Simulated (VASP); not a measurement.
# C (Fd-3m) in VASP: a series of runs, part 2 of 2

VASP 6.6.1. Earlier steps stand in the parts before.

### 6 Relaxation of cell and atoms, LDA, target pressure 4 GPa, at which the enthalpy is minimised

This run uses another cell than the first one, of 5.51 Å³/atom, 1.031 times its volume.

The input, INCAR:

```
SYSTEM = C
PREC = Accurate ; ENCUT = 600
EDIFF = 1E-6 ; ISMEAR = 0
SIGMA = 0.01 ; LREAL = .False.
LASPH = .True. ; NELM = 80
ALGO = Normal ; ISIF = 3
LWAVE = .False. ; LCHARG = .False.
GGA = CA ; IBRION = 2
NSW = 100 ; EDIFFG = -0.002
PSTRESS = 40.0
```

The input, KPOINTS:

```
Automatic mesh
0
Gamma
  12 12 12
  0 0 0
```

The input, POSCAR:

```
C
1.0
    1.7658738580      1.7658738580      0.0000000000
   -1.7658738580      1.7658738580      0.0000000000
    0.0000000000      1.7658738580      1.7658738580
C
2
Direct
    0.5000000000      0.5000000000      0.0000000000
    0.7500000000      0.2500000000      0.5000000000
```

Potentials or basis: VASP PAW LDA potentials, release 64 (C).

Started as:

```sh
cat potpaw_LDA.64/C/POTCAR > POTCAR
mpirun -np 1 vasp_std > vasp.out
```

OUTCAR:

```text
SYSTEM = C
   PREC = Accurate
   ENCUT = 600
   EDIFF = 1E-6
   ISMEAR = 0
   LREAL = .False.
   LASPH = .True.
   NELM = 80
   ISIF = 3
   GGA = CA
   IBRION = 2
   NSW = 100
   EDIFFG = -0.002
   PSTRESS = 40.0

 ion  position               nearest neighbor table
   1  0.500  0.500  0.000-   2 1.53   2 1.53   2 1.53   2 1.53
   2  0.750  0.250  0.500-   1 1.53   1 1.53   1 1.53   1 1.53

  LATTYP: Found a face centered cubic cell.
 ALAT       =     3.5317477160

  Lattice vectors:

 A1 = (   0.0000000000,   1.7658738580,   1.7658738580)
 A2 = (   1.7658738580,   0.0000000000,   1.7658738580)
 A3 = (   1.7658738580,   1.7658738580,   0.0000000000)

Analysis of symmetry for initial positions (statically):
[... 263 lines left out ...]

 val. band max:       10.2596562531   @ k =   0.0000   0.0000   0.0000
 cond. band min:      14.4738421455   @ k =  -0.3333   0.3333   0.0000
 fundamental gap:      4.2141858924
 Fermi energy:        10.3798837336

 k-point     1 :       0.0000    0.0000    0.0000
  band No.  band energies     occupation
      1     -11.5473      2.00000
      2      10.2597      2.00000
      3      10.2597      2.00000
      4      10.2597      2.00000
      5      15.9047      0.00000
      6      15.9047      0.00000
      7      15.9047      0.00000
      8      24.6526      0.00000
[... 243 lines left out ...]
 k-point    24 :      -0.4167    0.1667    0.0000
  band No.  band energies     occupation
      1      -7.2618      2.00000
      2       0.3129      2.00000
      3       5.9271      2.00000
      4       6.0687      2.00000
      5      17.0220      0.00000
      6      21.4331      0.00000
      7      21.8139      0.00000
      8      23.1413      0.00000

 [... further k-points ...]

------------------------ aborting loop because EDIFF is reached ----------------------------------------

  FORCE on cell =-STRESS in cart. coord.  units (eV):
  Direction    XX          YY          ZZ          XY          YZ          ZX
  --------------------------------------------------------------------------------------
  -------------------------------------------------------------------------------------
  Total        0.2715665      0.2715665      0.2715665      0.0000000     -0.0000000      0.0000000
  in kB       39.7718442     39.7718442     39.7718442      0.0000000     -0.0000000      0.0000000
  external PRESSURE =      -0.2281558 kB  Pullay stress =      40.0000000 kB
[... 21 lines left out ...]
  energy  without entropy=      -20.2509744073  energy(sigma->0) =      -20.25097441

  enthalpy is  TOTEN    =       -19.9778500313 eV   P V=        0.2731243761

 reached required accuracy - stopping structural energy minimisation
```

OSZICAR:

```text
N       E                     dE             d eps       ncg     rms          rms(c)
DAV:   1    -0.368240400054E+00   -0.36824E+00   -0.55683E+03  1216   0.109E+03
DAV:   2    -0.209952805170E+02   -0.20627E+02   -0.20110E+02  1880   0.121E+02
DAV:   3    -0.211187245094E+02   -0.12344E+00   -0.12344E+00  1280   0.124E+01
[... 17 lines left out ...]
       N       E                     dE             d eps       ncg     rms          rms(c)
DAV:   1    -0.202513900568E+02   -0.42710E-02   -0.25550E-02  1296   0.165E+00    0.144E-01
DAV:   2    -0.202510902446E+02    0.29981E-03   -0.27336E-04  1240   0.160E-01    0.745E-02
DAV:   3    -0.202509751494E+02    0.11510E-03   -0.25485E-04  1248   0.125E-01    0.104E-02
DAV:   4    -0.202509744073E+02    0.74209E-06   -0.63760E-07  1104   0.110E-02
   3 F= -.19977850E+02 E0= -.19977850E+02  d E =-.730535E-03
```

CONTCAR:

```text
C
   1.00000000000000
     1.7619504295396506    1.7619504295396506    0.0000000000000000
    -1.7619504295396506    1.7619504295396506    0.0000000000000000
     0.0000000000000000    1.7619504295396506    1.7619504295396506
  C
     2
Direct
     0.5000000000000000    0.5000000000000000    0.0000000000000000
     0.7500000000000000    0.2500000000000000    0.5000000000000000

  0.00000000E+00  0.00000000E+00  0.00000000E+00
  0.00000000E+00  0.00000000E+00  0.00000000E+00
```

It took 25 s on 1 thread of AMD EPYC 7R13, shared host; peak memory 0.08 GiB.

What came out:

* Free energy: -20.2510 eV
* Relaxed volume: 5.47 Å³/atom
* Relaxed cell: a = 2.492 Å, b = 2.492 Å, c = 2.492 Å, α = 60.00°, β = 60.00°, γ = 90.00°
* Space group after relaxing (to 0.05 Å): Fd-3m (No. 227)
* Energy change on relaxing (the enthalpy is what falls): +0.5 meV/atom
* Ionic steps: 3
* Pressure after relaxing: 4.0 GPa
* Band gap on the k mesh: 4.21 eV, indirect (least direct gap 5.64 eV)

The path:
| step | energy change (eV) | largest force (eV/Å) | pressure (GPa) | volume (Å³) |
| --- | --- | --- | --- | --- |
| 1 | 0.0000 | 0.0000 | 0.83 | 11.01 |
| 2 | 0.0050 | 0.0000 | 8.45 | 10.84 |
| 3 | 0.0011 | 0.0000 | 3.98 | 10.94 |

Final structure:
```xyz
2
Lattice="1.7620 1.7620 0.0000 -1.7620 1.7620 0.0000 0.0000 1.7620 1.7620" Properties=species:S:1:pos:R:3 pbc="T T T"
C     0.0000    1.7620    0.0000
C     0.8810    2.6429    0.8810
```

Caveat: the cell is relaxed towards a set pressure, so the enthalpy falls and the energy may rise. LDA usually gives volumes a few per cent too small.

### 7 Summary

```tsv
task	cell	cutoff (eV)	gap on the mesh (eV)	pressure (GPa)
single point	a = 2.472 Å, angles 60.0, 60.0, 90.0°, 2 atoms	520	4.27	16.8
single point	a = 2.501 Å, angles 60.0, 60.0, 90.0°, 2 atoms	520	4.19	-0.4
relaxation of cell and atoms	relaxed to -2 GPa from a = 2.497 Å, angles 60.0, 60.0, 90.0°, 2 atoms	600	4.18	-2.0
relaxation of cell and atoms	relaxed to 2 GPa from a = 2.497 Å, angles 60.0, 60.0, 90.0°, 2 atoms	600	4.20	2.0
relaxation of cell and atoms	relaxed to 4 GPa from a = 2.497 Å, angles 60.0, 60.0, 90.0°, 2 atoms	600	4.21	4.0
```

Alike in all rows: level LDA; potentials or basis VASP PAW LDA potentials, release 64 (C); no spin polarisation; k mesh 12 × 12 × 12; smearing gaussian 0.01 eV.

Caveats: the cell is relaxed towards a set pressure, so the enthalpy falls and the energy may rise (some runs).

Total energies depend on the potentials used, so only differences within one code and one set of settings carry meaning.
